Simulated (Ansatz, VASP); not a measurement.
## One calculation of LiGeN, two programs

POSCAR

```
LiGeN
1.0
    3.0456540716      0.0000000000      0.0000000000
   -1.5228270358      2.6376137971      0.0000000000
    0.0000000000      0.0000000000      9.5364976006
Li Ge N
2 2 2
Direct
    0.6666666667      0.3333333333      0.7431798159
    0.3333333333      0.6666666667      0.2431798159
    0.0000000000      0.0000000000      0.4988273199
    0.0000000000      0.0000000000      0.9988273199
    0.3333333333      0.6666666667      0.6026308642
    0.6666666667      0.3333333333      0.1026308642
```

File INCAR.step1:

```
SYSTEM = LiGeN
PREC = Accurate
ENCUT = 520
ISMEAR = 0
SIGMA = 0.01
LREAL = .FALSE.
LASPH = .TRUE.
NELM = 100
NBANDS = 31
GGA = PE
ALGO = Normal
EDIFF = 1E-4
LWAVE = .TRUE.
LCHARG = .FALSE.
```

Contents of INCAR.step2:

```
SYSTEM = LiGeN
PREC = Accurate
ENCUT = 520
EDIFF = 1E-7
ISMEAR = 0
SIGMA = 0.01
LREAL = .FALSE.
LASPH = .TRUE.
NELM = 100
ALGO = Normal
ISIF = 2
LWAVE = .FALSE.
LCHARG = .TRUE.
METAGGA = R2SCAN
LMIXTAU = .TRUE.
LELF = .TRUE.
LVHAR = .TRUE.
NBANDS = 31
ISTART = 1
```

Contents of KPOINTS:

```
Automatic mesh
0
G
  9 9 2
  0 0 0
```

Input for Ansatz:

```yaml
crystal:
  lattice:
    - [3.0456540716, 0.0, 0.0]
    - [-1.5228270358, 2.6376137971, 0.0]
    - [0.0, 0.0, 9.5364976006]
  atoms:
    - { symbol: Li, position: [0.6666666667, 0.3333333333, 0.7431798159] }
    - { symbol: Li, position: [0.3333333333, 0.6666666667, 0.2431798159] }
    - { symbol: Ge, position: [0.0, 0.0, 0.4988273199] }
    - { symbol: Ge, position: [0.0, 0.0, 0.9988273199] }
    - { symbol: "N", position: [0.3333333333, 0.6666666667, 0.6026308642] }
    - { symbol: "N", position: [0.6666666667, 0.3333333333, 0.1026308642] }
kpoints:
  mp_grid: { grid: [9, 9, 2] }
hamiltonian:
  xc: r2scan
scf:
  occupations: { method: fixed }
  n_extra_bands: 5
output:
  forces: true
  stress: true
  eigenvalues: true
```

Alike in both runs: task single point; functional r2SCAN; k mesh 9 × 9 × 2; no spin polarisation.

```csv
,VASP,Ansatz
version,VASP 6.6.1,Ansatz 0.2.0
potentials or method,"VASP PAW PBE potentials, release 64 (Li_sv, Ge_d, N)","plane waves, PAW"
plane-wave cutoff (eV),520,500
occupations,"gaussian, width 0.01 eV",fixed
valence electrons in the cell,44,44
```

```tsv
	VASP	Ansatz	Ansatz less VASP
gap on the k mesh at the Fermi level (eV)	1.92	1.91	-0.011
rms of the force components (eV/Å)	0.175	0.208	+0.0329
```

VASP's potentials were made for PBE, not for r2SCAN. Atom by atom the forces differ by 0.035 eV/Å (rms over components).

Noted on VASP's run: the cutoff is under 1.25 times that of the potentials, so the pressure is a little rough.
